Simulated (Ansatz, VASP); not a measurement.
## AlN in VASP and in Ansatz

```
CELL_PARAMETERS angstrom
0.00000 2.18488 2.18488
2.18488 0.00000 2.18488
2.18488 2.18488 0.00000
ATOMIC_POSITIONS crystal
Al 0.00000 0.00000 0.00000
N 0.75000 0.75000 0.75000
```

Alike in both runs: task single point; functional PBE0; k mesh 8 × 8 × 8; no spin polarisation.

```csv
,VASP,Ansatz
version,VASP 6.6.1,Ansatz 0.2.0
potentials or method,"VASP PAW PBE potentials, release 64 (Al, N)","plane waves, PAW"
plane-wave cutoff (eV),520,420
occupations,"gaussian, width 0.01 eV",fixed
valence electrons in the cell,8,8
```

VASP gave:

* gap on the k mesh at the Fermi level (eV): 5.29
* pressure (GPa): -0.8

**Question.** Which values does Ansatz return?

**Answer.** gap on the k mesh at the Fermi level (eV): 5.28; pressure (GPa): -0.7.

Ansatz's warnings: stress exchange threshold loose, stress scf threshold loose.
